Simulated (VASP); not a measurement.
WS2: single point with PBE+D3(BJ)

The system is WS2.

```
W S
1.0
     2.93675    0.00000    0.00000
    -1.46837    2.54330    0.00000
     0.00000    0.00000   10.64213
W S
2 4
Direct
  0.33333 0.66667 0.75000
  0.66667 0.33333 0.25000
  0.33333 0.66667 0.10009
  0.66667 0.33333 0.60009
  0.33333 0.66667 0.39991
  0.66667 0.33333 0.89991
```

```
Program                : VASP 6.6.1
Task                   : single point
Functional             : PBE
Dispersion             : D3(BJ)
Potentials or basis    : VASP PAW PBE potentials, release 64 (W_sv, S)
Cutoff                 : 520 eV
k mesh                 : 12 × 12 × 4
Occupations            : gaussian, width 0.01 eV
Spin                   : no spin polarisation
Dipole correction      : no
Further INCAR settings : ALGO = Normal; EDIFF = 1e-06; NBANDS = 35
```

```yaml
Pressure: 40.1 GPa
Largest_force: 0.004 eV/Å
Band_gap_on_the_k_mesh: zero (band 26 reaches 12.39 eV, above the bottom of band 27 at 12.03 eV)
Dispersion_energy_per_atom: -0.583 eV
```

Forces in eV/Å, atoms in the order of the input:
```
W    0.000  0.000  0.000
W    0.000  0.000  0.000
S    0.000  0.000  0.004
S    0.000  0.000  0.004
S    0.000  0.000 -0.004
S    0.000  0.000 -0.004
```

Levels at points of the mesh, in eV from the Fermi level:
```tsv
k point	band 24	band 25	band 26	band 27	band 28	band 29
(0.00, 0.00, 0.00)	-2.03	-0.20	0.35	1.75	1.75	2.36
(0.50, 0.00, 0.00)	-2.63	-2.08	-1.33	2.09	2.90	3.04
(0.00, 0.00, 0.50)	-2.24	0.19	0.19	2.08	2.08	2.08
(0.50, 0.00, 0.50)	-2.27	-2.03	-2.03	2.89	2.89	3.03
```

Wall time 2.6 min on 1 thread of Intel(R) Xeon(R) Platinum 8259CL CPU @ 2.50GHz (Skylake/Cascade Lake), with other jobs on the host, peak memory 0.29 GiB.

Caveat: spin-orbit coupling is left out, which moves the levels of the heavy elements; pairwise dispersion overbinds metals, which lowers pressure and volume.
